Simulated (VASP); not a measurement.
# Cu3O2 (P4/mmm) in VASP: relaxation of cell and atoms with PBE

Aim: the relaxation of cell and atoms of Cu3O2 with PBE.

Everything below comes from runs of VASP 6.6.1. Logs are shortened: lines on timing, memory, paths and dates and some standing lists are left out, and cuts for length are marked.

### Step 1. The cell of the first run

Symmetry: P4/mmm, No. 123, tetragonal system. The conventional cell has a = 3.210 Å, b = 3.210 Å, c = 5.878 Å, α = 90.00°, β = 90.00°, γ = 90.00°. Cu (site symmetry 4/mmm) has 6 Cu at 2.27 to 2.94 Å and 8 O at 2.87 Å within 3.0 Å. Cu (site symmetry 4/mmm) has 8 O at 2.56 Å and 6 Cu at 2.94 to 3.21 Å within 3.4 Å. Cu (site symmetry 4/mmm) has 2 O at 1.76 Å and 4 Cu at 2.27 Å within 2.3 Å. O (site symmetry 4mm) has 1 Cu at 1.76 Å and 1 O at 2.36 Å within 2.4 Å.

The cell was generated, and may not be a known phase.

### Step 2. Relaxation of cell and atoms, PBE

Contents of INCAR:

```
ALGO     = Fast           # electronic algorithm
EDIFF    = 1E-6           # SCF threshold, eV
EDIFFG   = -0.01          # ionic threshold
ENCUT    = 600            # plane-wave cutoff, eV
GGA      = PE             # functional
IBRION   = 2              # ionic algorithm
ISIF     = 3              # what is computed and relaxed
ISMEAR   = 0              # smearing method
LASPH    = T              # aspherical terms in the spheres
LCHARG   = F              # write CHGCAR
LREAL    = F              # projectors in reciprocal space
LWAVE    = F              # write WAVECAR
NELM     = 100            # most SCF steps
NSW      = 100            # ionic steps
PREC     = Accurate       # precision mode
SIGMA    = 0.1            # smearing width, eV
```

Contents of KPOINTS:

```
k-points
0
Gamma
  12 12 6
```

Contents of POSCAR:

```
Cu3O2
1.0
    3.2095090718      0.0000000000      0.0000000000
    0.0000000000      3.2095090718      0.0000000000
    0.0000000000      0.0000000000      5.8784269182
Cu O
3 2
Direct
    0.5000000000      0.5000000000      0.5000000000
    0.5000000000      0.5000000000      0.0000000000
    0.0000000000      0.0000000000      0.5000000000
    0.0000000000      0.0000000000      0.2010310652
    0.0000000000      0.0000000000      0.7989689348
```

Potentials or basis: VASP PAW PBE potentials, release 64 (Cu, O).

On the command line:

```sh
$ cat potpaw_PBE.64/Cu/POTCAR potpaw_PBE.64/O/POTCAR > POTCAR
$ mpirun -np 1 vasp_std > vasp.out
```

OUTCAR:

```text
EDIFF = 1E-6
   EDIFFG = -0.01
   ENCUT = 600
   GGA = PE
   IBRION = 2
   ISIF = 3
   ISMEAR = 0
   LASPH = T
   LREAL = F
   NELM = 100
   NSW = 100
   PREC = Accurate

 ion  position               nearest neighbor table
   1  0.500  0.500  0.500-   3 2.27   3 2.27   3 2.27   3 2.27
   2  0.500  0.500  0.000-
   3  0.000  0.000  0.500-   4 1.76   5 1.76   1 2.27   1 2.27   1 2.27   1 2.27
   4  0.000  0.000  0.201-   3 1.76
   5  0.000  0.000  0.799-   3 1.76

  LATTYP: Found a simple tetragonal cell.
 ALAT       =     3.2095090718
 C/A-ratio  =     1.8315657587

  Lattice vectors:

 A1 = (   3.2095090718,   0.0000000000,   0.0000000000)
 A2 = (   0.0000000000,   3.2095090718,   0.0000000000)
 A3 = (   0.0000000000,   0.0000000000,   5.8784269182)

Analysis of symmetry for initial positions (statically):
=====================================================================
 Subroutine PRICEL returns:
 Original cell was already a primitive cell.

 Routine SETGRP: Setting up the symmetry group for a
 simple tetragonal supercell.

 Subroutine GETGRP returns: Found 16 space group operations
 (whereof 16 operations were pure point group operations)
 out of a pool of 16 trial point group operations.

The static configuration has the point symmetry D_4h.

Analysis of symmetry for dynamics (positions and initial velocities):
=====================================================================
 Subroutine PRICEL returns:
 Original cell was already a primitive cell.

 Routine SETGRP: Setting up the symmetry group for a
 simple tetragonal supercell.

 Subroutine GETGRP returns: Found 16 space group operations
 (whereof 16 operations were pure point group operations)
 out of a pool of 16 trial point group operations.

The dynamic configuration has the point symmetry D_4h.

 Subroutine INISYM returns: Found 16 space group operations
 (whereof 16 operations are pure point group operations),
 and found     1 'primitive' translations

----------------------------------------------------------------------------------------

                                     Primitive cell

  volume of cell :      60.5534

  direct lattice vectors                    reciprocal lattice vectors
     3.209509072  0.000000000  0.000000000     0.311574131  0.000000000  0.000000000
     0.000000000  3.209509072  0.000000000     0.000000000  0.311574131  0.000000000
     0.000000000  0.000000000  5.878426918     0.000000000  0.000000000  0.170113538

  length of vectors
     3.209509072  3.209509072  5.878426918     0.311574131  0.311574131  0.170113538

  position of ions in fractional coordinates (direct lattice)
     0.500000000  0.500000000  0.500000000
     0.500000000  0.500000000  0.000000000
     0.000000000  0.000000000  0.500000000
     0.000000000  0.000000000  0.201031065
     0.000000000  0.000000000  0.798968935

  ion indices of the primitive-cell ions
   primitive index   ion index
                 1           1
                 2           2
                 3           3
                 4           4
                 5           5

----------------------------------------------------------------------------------------

 KPOINTS: k-points

Automatic generation of k-mesh.
 Grid dimensions read from file:
 generate k-points for:   12   12    6

 Generating k-lattice:

  Cartesian coordinates                     Fractional coordinates (reciprocal lattice)
     0.025964511  0.000000000  0.000000000     0.083333333  0.000000000  0.000000000
     0.000000000  0.025964511  0.000000000     0.000000000  0.083333333  0.000000000
     0.000000000  0.000000000  0.028352256     0.000000000  0.000000000  0.166666667

  Length of vectors
     0.025964511  0.025964511  0.028352256

  Shift w.r.t. Gamma in fractional coordinates (k-lattice)
     0.000000000  0.000000000  0.000000000

 Subroutine IBZKPT returns following result:
 ===========================================

 Found    112 irreducible k-points:

 Following reciprocal coordinates:
            Coordinates               Weight
  0.000000  0.000000  0.000000      1.000000
  0.083333  0.000000  0.000000      4.000000
  0.166667  0.000000  0.000000      4.000000
  0.250000  0.000000  0.000000      4.000000
  0.333333  0.000000  0.000000      4.000000
  0.416667  0.000000  0.000000      4.000000
[... 16 lines left out ...]
  0.333333  0.333333  0.000000      4.000000
  0.416667  0.333333  0.000000      8.000000
 [... further k-points ...]
   k-points           NKPTS =    112   k-points in BZ     NKDIM =    112   number of bands    NBANDS=     27
   number of dos      NEDOS =    301   number of ions     NIONS =      5
   total plane-waves  NPLWV =  37632
   dimension x,y,z NGX =    28 NGY =   28 NGZ =   48
   dimension x,y,z NGXF=    56 NGYF=   56 NGZF=   96
   ions per type =               3   2
   NGX,Y,Z   is equivalent  to a cutoff of  14.50, 14.50, 13.57 a.u.
   NGXF,Y,Z  is equivalent  to a cutoff of  29.01, 29.01, 27.15 a.u.
 SYSTEM =  unknown system
   PREC   = accura    normal or accurate (medium, high low for compatibility)
   ISTART =      0    job   : 0-new  1-cont  2-samecut
   ICHARG =      2    charge: 1-file 2-atom 10-const
   ISPIN  =      1    spin polarized calculation?
   LNONCOLLINEAR =      F non collinear calculations
   LSORBIT =      F    spin-orbit coupling
   LASPH  =      T    aspherical Exc in radial PAW
   ENCUT  =  600.0 eV  44.10 Ry    6.64 a.u.   6.41  6.41 11.74*2*pi/ulx,y,z
   NELM   =    100;   NELMIN=  2; NELMDL= -5     # of ELM steps
   EDIFF  = 0.1E-05   stopping-criterion for ELM
   LREAL  =      F    real-space projection
   EDIFFG = -.1E-01   stopping-criterion for IOM
   NSW    =    100    number of steps for IOM
   IBRION =      2    ionic relax: 0-MD 1-quasi-New 2-CG
   NFREE  =      1    steps in history (QN), initial steepest desc. (CG)
   ISIF   =      3    stress and relaxation
   ISYM   =      2    0-nonsym 1-usesym 2-fastsym
   POTIM  = 0.5000    time-step for ionic-motion
   TEBEG  =    0.0;   TEEND  =   0.0 temperature during run
   PSTRESS=    0.0 pullay stress
   NELECT =      45.0000    total number of electrons
   NUPDOWN=      -1.0000    fix difference up-down
   EMIN   =  10.00;   EMAX   =-10.00  energy-range for DOS
   EFERMI =   0.00;   METHOD = LEGACY
   ISMEAR =     0;   SIGMA  =   0.10  broadening in eV -4-tet -1-fermi 0-gaus
   EFERMI_NEDOS =   21; number of points for ismear=-14 and -15
   IALGO  =     68    algorithm
   IMIX   =      4    mixing-type and parameters
     AMIX     =   0.40;   BMIX     =  1.00
     AMIX_MAG =   1.60;   BMIX_MAG =  1.00
  volume/ion in A,a.u.               =      12.11        81.73
  Fermi-wavevector in a.u.,A,eV,Ry     =   1.482858  2.802195 29.917412  2.198868
  Thomas-Fermi vector in A             =   2.596592
   LORBIT       =      0    0 simple, 1 ext, 2 COOP (PROOUT), +10 PAW based schemes
   GGA     = PE    functional components
   LHFCALC =     F    Hartree Fock is set to
   AEXX    =    0.0000 exact exchange contribution
   IVDW    =     0    specifies the selected vdW correction
   LEPSILON=     F    determine dielectric tensor
   LRPA    =     F    only Hartree local field effects (RPA)
 conjugate gradient relaxation of ions
 non-spin polarized calculation
 RMM-DIIS sequential band-by-band and
 Gauss-broadening in eV      SIGMA  =   0.10
  energy-cutoff  :      600.00
  volume of cell :       60.55
 maximum number of plane-waves:      2045
 NGX is ok and might be reduce to    28
   NGX = 13   NGY = 13   NGZ = 23

--------------------------------------- Ionic step        1  -------------------------------------------

 number of electron      45.0000013 magnetization

 Free energy of the ion-electron system (eV)
  ---------------------------------------------------
  ext. energy  EPLUGINS =         0.00000000
  ---------------------------------------------------
  free energy    TOTEN  =       -19.62057620 eV

  energy without entropy =      -19.59191826  energy(sigma->0) =      -19.60624723

------------------------ aborting loop because EDIFF is reached ----------------------------------------

  FORCE on cell =-STRESS in cart. coord.  units (eV):
  Direction    XX          YY          ZZ          XY          YZ          ZX
  --------------------------------------------------------------------------------------
  -------------------------------------------------------------------------------------
  Total       -0.0440360     -0.0440360      0.4707665     -0.0000000     -0.0000000      0.0000000
  in kB       -1.1651462     -1.1651462     12.4559765     -0.0000000     -0.0000000      0.0000000
  external PRESSURE =       3.3752280 kB  Pullay stress =       0.0000000 kB

 VOLUME and BASIS-vectors are now :
 -----------------------------------------------------------------------------
  energy-cutoff  :      600.00
  volume of cell :       60.55
      direct lattice vectors                 reciprocal lattice vectors
     3.209509072  0.000000000  0.000000000     0.311574131  0.000000000  0.000000000
     0.000000000  3.209509072  0.000000000     0.000000000  0.311574131  0.000000000
     0.000000000  0.000000000  5.878426918     0.000000000  0.000000000  0.170113538
[... 40 lines left out ...]
 POSITION                                       TOTAL-FORCE (eV/Angst)
 -----------------------------------------------------------------------------------
      1.60407      1.60407      2.95256         0.000000     -0.000000      0.000000
      1.60407      1.60407      5.90513         0.000000      0.000000      0.000000
      0.00000     -0.00000      2.95256         0.000000     -0.000000      0.000000
      0.00000     -0.00000      1.18013        -0.000000     -0.000000      0.139270
      0.00000     -0.00000      4.72499        -0.000000      0.000000     -0.139270
 -----------------------------------------------------------------------------------
    total drift:                                0.000000      0.000000      0.000000

  FREE ENERGIE OF THE ION-ELECTRON SYSTEM (eV)
  ---------------------------------------------------
  free  energy   TOTEN  =       -19.6203437148 eV

  energy  without entropy=      -19.5916718563  energy(sigma->0) =      -19.60600779

--------------------------------------- Ionic step        3  -------------------------------------------

 number of electron      45.0000016 magnetization

 Free energy of the ion-electron system (eV)
  ---------------------------------------------------
  ext. energy  EPLUGINS =         0.00000000
  ---------------------------------------------------
  free energy    TOTEN  =       -19.62156700 eV

  energy without entropy =      -19.59290240  energy(sigma->0) =      -19.60723470

 E-fermi :   3.8662     XC(G=0): -11.2844

 val. band max:        3.8647152076   @ k =   0.3333   0.2500   0.1667
 cond. band min:       3.8678182083   @ k =   0.3333   0.3333   0.1667
 fundamental gap:      0.0031030007
 Fermi energy:         3.8661629000

 k-point     1 :       0.0000    0.0000    0.0000
  band No.  band energies     occupation
      1     -13.9428      2.00000
      2     -12.9691      2.00000
      3      -2.6803      2.00000
      4      -1.9475      2.00000
      5      -0.7541      2.00000
      6      -0.4850      2.00000
[... 19 lines left out ...]
     26       8.3166      0.00000
     27      12.3694      0.00000
[... 667 lines left out ...]
      5      -0.7772      2.00000
      6      -0.7464      2.00000
[... 19 lines left out ...]
     26       7.8485      0.00000
     27       9.5648      0.00000

 [... further k-points ...]

------------------------ aborting loop because EDIFF is reached ----------------------------------------

  FORCE on cell =-STRESS in cart. coord.  units (eV):
  Direction    XX          YY          ZZ          XY          YZ          ZX
  --------------------------------------------------------------------------------------
  -------------------------------------------------------------------------------------
  Total       -0.0261308     -0.0261308     -0.0178909      0.0000000     -0.0000000      0.0000000
  in kB       -0.6901986     -0.6901986     -0.4725573      0.0000000     -0.0000000      0.0000000
  external PRESSURE =      -0.6176515 kB  Pullay stress =       0.0000000 kB

 VOLUME and BASIS-vectors are now :
 -----------------------------------------------------------------------------
  energy-cutoff  :      600.00
  volume of cell :       60.66
      direct lattice vectors                 reciprocal lattice vectors
     3.208869779  0.000000000  0.000000000     0.311636205  0.000000000  0.000000000
    -0.000000000  3.208869779  0.000000000    -0.000000000  0.311636205  0.000000000
     0.000000000 -0.000000000  5.890944488     0.000000000 -0.000000000  0.169752066

 POSITION                                       TOTAL-FORCE (eV/Angst)
 -----------------------------------------------------------------------------------
      1.60443      1.60443      2.94547        -0.000000     -0.000000      0.000000
      1.60443      1.60443      0.00000        -0.000000     -0.000000      0.000000
      0.00000     -0.00000      2.94547        -0.000000     -0.000000      0.000000
      0.00000     -0.00000      1.18098         0.000000      0.000000     -0.007800
      3.20887      3.20887      4.70996        -0.000000     -0.000000      0.007800
 -----------------------------------------------------------------------------------
    total drift:                                0.000000      0.000000      0.000000

  FREE ENERGIE OF THE ION-ELECTRON SYSTEM (eV)
  ---------------------------------------------------
  free  energy   TOTEN  =       -19.6215669991 eV

  energy  without entropy=      -19.5929024038  energy(sigma->0) =      -19.60723470

 reached required accuracy - stopping structural energy minimisation
```

Wall time 13 min (1 thread of Oxide Virtual Turin-like, shared host); peak memory 0.29 GiB.

Results:

* Free energy: -19.6216 eV
* Relaxed volume: 12.13 Å³/atom
* Relaxed cell: a = 3.209 Å, b = 3.209 Å, c = 5.891 Å, α = 90.00°, β = 90.00°, γ = 90.00°
* Space group after relaxing (to 0.1 Å): P4/mmm (No. 123)
* Energy gained by relaxing: 0.2 meV/atom
* Ionic steps: 3
* Pressure after relaxing: -0.1 GPa
* Largest force after relaxing: 0.008 eV/Å
* Band gap on the k mesh: zero (an odd number of electrons rules out a gap without spin polarisation)

Forces in eV/Å, atoms in the order of the input:
```
Cu   0.000  0.000  0.000
Cu   0.000  0.000  0.000
Cu   0.000  0.000  0.000
O    0.000  0.000 -0.008
O    0.000  0.000  0.008
```

Step by step:
| step | energy change (eV) | largest force (eV/Å) | pressure (GPa) | volume (Å³) |
| --- | --- | --- | --- | --- |
| 1 | 0.0000 | 0.1440 | 0.34 | 60.55 |
| 2 | 0.0002 | 0.1393 | -0.55 | 60.78 |
| 3 | -0.0010 | 0.0078 | -0.06 | 60.66 |

Final structure:
```
Cu O
1.0
     3.20887    0.00000    0.00000
     0.00000    3.20887    0.00000
     0.00000    0.00000    5.89094
Cu O
3 2
Cartesian
  1.6044 1.6044 2.9455
  1.6044 1.6044 0.0000
  0.0000 0.0000 2.9455
  0.0000 0.0000 1.1810
  3.2089 3.2089 4.7100
```

Levels at points of the mesh, in eV from the Fermi level:
| k point | band 19 | band 20 | band 21 | band 22 | band 23 | band 24 | band 25 | band 26 |
| --- | --- | --- | --- | --- | --- | --- | --- | --- |
| (0.00, 0.00, 0.00) | -0.90 | -0.89 | -0.49 | 0.18 | 0.18 | 0.43 | 3.34 | 4.45 |
| (0.50, 0.00, 0.00) | -1.03 | -0.80 | -0.51 | -0.22 | -0.11 | 1.05 | 3.40 | 5.00 |
| (0.50, 0.50, 0.00) | -0.79 | -0.73 | 0.13 | 0.13 | 0.50 | 2.39 | 2.39 | 2.87 |
| (0.00, 0.00, 0.50) | -0.79 | -0.79 | -0.49 | -0.38 | -0.38 | 0.94 | 2.79 | 8.13 |
| (0.50, 0.00, 0.50) | -1.13 | -1.08 | -0.93 | -0.73 | 0.24 | 1.21 | 4.82 | 4.95 |
| (0.50, 0.50, 0.50) | -0.73 | -0.58 | -0.58 | -0.52 | 0.99 | 2.86 | 2.86 | 3.19 |

Caveat: an odd number of electrons without spin polarisation forces a metal; a magnetic or distorted state may lie lower. With open d or f shells a metallic result of PBE can be an artefact of self-interaction; +U or a hybrid may open a gap.
